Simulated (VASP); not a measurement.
ZnCu, 2 atoms in the cell. The structure is cubic, space group Pm-3m (No. 221). Conventional cell: a = 2.905 Å, b = 2.905 Å, c = 2.905 Å, α = 90.00°, β = 90.00°, γ = 90.00°. Within 3.3 Å of Zn (site symmetry m-3m) lie 8 Cu at 2.52 Å and 6 Zn at 2.91 Å. Cu (site symmetry m-3m) has 8 Zn at 2.52 Å and 6 Cu at 2.91 Å within 3.3 Å. 

| Quantity | Value |
| --- | --- |
| Program | VASP 6.6.1 |
| Task | single point |
| Functional | r2SCAN |
| Potentials or basis | VASP PAW PBE potentials, release 64 (Zn, Cu_sv_GW) |
| Cutoff | 900 eV |
| k mesh | 9 × 9 × 9 |
| Occupations | fermi-dirac, width 0.05 eV |
| Spin | no spin polarisation |
| Dipole correction | no |
| Further INCAR settings | ALGO = Normal; EDIFF = 1e-06; NBANDS = 22 |

Potentials or basis: VASP PAW PBE potentials, release 64 (Zn, Cu_sv_GW).

Launch:

```bash
$ cat potpaw_PBE.64/Zn/POTCAR potpaw_PBE.64/Cu_sv_GW/POTCAR > POTCAR
$ cp INCAR.step1 INCAR
$ mpirun -np 1 vasp_std > vasp.out
$ cp INCAR.step2 INCAR
$ mpirun -np 1 vasp_std > vasp.out
```

Hardware: 1 thread of Intel(R) Xeon(R) Platinum 8488C (Sapphire Rapids), with other jobs on the host.

Problem. Estimate the wall time of this run.

Solution. It took 88 s on 1 thread of Intel(R) Xeon(R) Platinum 8488C (Sapphire Rapids) (shared host), peak memory 0.21 GiB. Counts: k points 35.
